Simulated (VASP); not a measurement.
Input of a VASP 6.6.1 run:

INCAR

```
SYSTEM = Br
ALGO     = Normal         ! electronic algorithm
EDIFF    = 1E-6           ! SCF threshold, eV
EDIFFG   = -0.02          ! ionic threshold
ENCUT    = 600            ! plane-wave cutoff, eV
GGA      = PE             ! functional
IBRION   = 2              ! ionic algorithm
ISIF     = 3              ! what is computed and relaxed
ISMEAR   = 1              ! smearing method
LASPH    = .TRUE.         ! aspherical terms in the spheres
LCHARG   = .FALSE.        ! write CHGCAR
LREAL    = .FALSE.        ! projectors in reciprocal space
LWAVE    = .FALSE.        ! write WAVECAR
NELM     = 80             ! most SCF steps
NSW      = 50             ! ionic steps
PREC     = Accurate       ! precision mode
PSTRESS  = 400.0        
SIGMA    = 0.01           ! smearing width, eV
```

File KPOINTS:

```
k-points
0
G
  8 8 4
  0 0 0
```

The input POSCAR:

```
Br
1.0
    3.3300000000      0.0000000000      0.0000000000
   -1.6650000000      2.8838645946      0.0000000000
    0.0000000000      0.0000000000      5.4378900000
Br
2
Direct
    0.3333333333      0.6666666667      0.2500000000
    0.6666666667      0.3333333333      0.7500000000
```

Potentials or basis: VASP PAW PBE potentials, release 64 (Br).

Command:

```console
$ cat potpaw_PBE.64/Br/POTCAR > POTCAR
$ mpirun -np 1 vasp_std > vasp.out
```

Problem. Estimate the relaxed volume.

Solution. 17.31 Å³/atom.

Problem. Predict the relaxed cell.

Solution. a = 2.694 Å, b = 2.694 Å, c = 5.508 Å, α = 90.00°, β = 90.00°, γ = 120.00°.

Problem. What does it give for the band gap on the k mesh?

Solution. Zero (band 7 reaches 10.31 eV, above the bottom of band 8 at 5.41 eV).

Problem. What does it give for the space group after relaxing (to 0.05 Å)?

Solution. P6_3/mmc (No. 194).

Final structure:
```xyz
2
Lattice="2.6942 0.0000 0.0000 -1.3471 2.3333 0.0000 0.0000 0.0000 5.5076" Properties=species:S:1:pos:R:3 pbc="T T T"
Br    0.0000    1.5555    1.3769
Br    1.3471    0.7778    4.1307
```

Caveat: the cell is relaxed towards a set pressure, so the enthalpy falls and the energy may rise; the volume moved by over 15 % at a fixed basis, so the end points are rough.
